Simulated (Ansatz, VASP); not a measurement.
CsRe: VASP beside Ansatz

The input INCAR:

```
ALGO = Normal
EDIFF = 1E-6
ENCUT = 560
GGA = PE
GGA_COMPAT = F
ISIF = 2
ISMEAR = 0
LASPH = T
LCHARG = F
LREAL = F
LWAVE = F
NBANDS = 19
NELM = 120
PREC = Accurate
SIGMA = 0.1
```

The input KPOINTS:

```
k-points
0
Gamma
  6 6 4
```

POSCAR

```
CsRe
1.0
    3.6893539700      0.0000000000      0.0000000000
   -1.8446769800      3.1950742600      0.0000000000
    0.0000000000      0.0000000000      5.6314427200
Cs Re
1 1
Direct
    0.0000000000      0.0000000000      0.5000000000
    0.0000000000      0.0000000000      0.0000000000
```

Input for Ansatz:

```yaml
crystal:
  lattice:
    - [3.68935397, 0.0, 0.0]
    - [-1.84467698, 3.19507426, 0.0]
    - [0.0, 0.0, 5.63144272]
  atoms:
    - { symbol: Cs, position: [0.0, 0.0, 0.5] }
    - { symbol: Re, position: [0.0, 0.0, 0.0] }
basis:
  ecutwfc: 420
kpoints:
  mp_grid: { grid: [6, 6, 4] }
hamiltonian:
  xc: pbe
scf:
  occupations: { method: gaussian, width: 0.1 }
  lower_state_search: "off"
output:
  forces: true
  stress: true
  eigenvalues: true
```

Alike in both runs: task single point; functional PBE; k mesh 6 × 6 × 4; occupations gaussian, width 0.1 eV; no spin polarisation.

|  | VASP | Ansatz |
| --- | --- | --- |
| version | VASP 6.6.1 | Ansatz 0.2.0 |
| potentials or method | VASP PAW PBE potentials, release 64 (Cs_sv, Re_sv_GW), cutoff 560 eV | scalar-relativistic, plane waves, PAW |
| valence electrons in the cell | 24 | 24 |

|  | VASP | Ansatz | Ansatz less VASP |
| --- | --- | --- | --- |
| gap on the k mesh at the Fermi level (eV) | none | none | - |
| pressure (GPa) | -7.2 | -7.6 | -0.33 |
| traceless stress, the component that is largest in VASP (GPa) | 11.91 | 11.05 | -0.864 |

A gap of «none» marks a metal or a gap that the smearing closes. The functional is the same, so the differences come from potentials, cutoffs and numerics.

Spin-orbit coupling is off throughout.
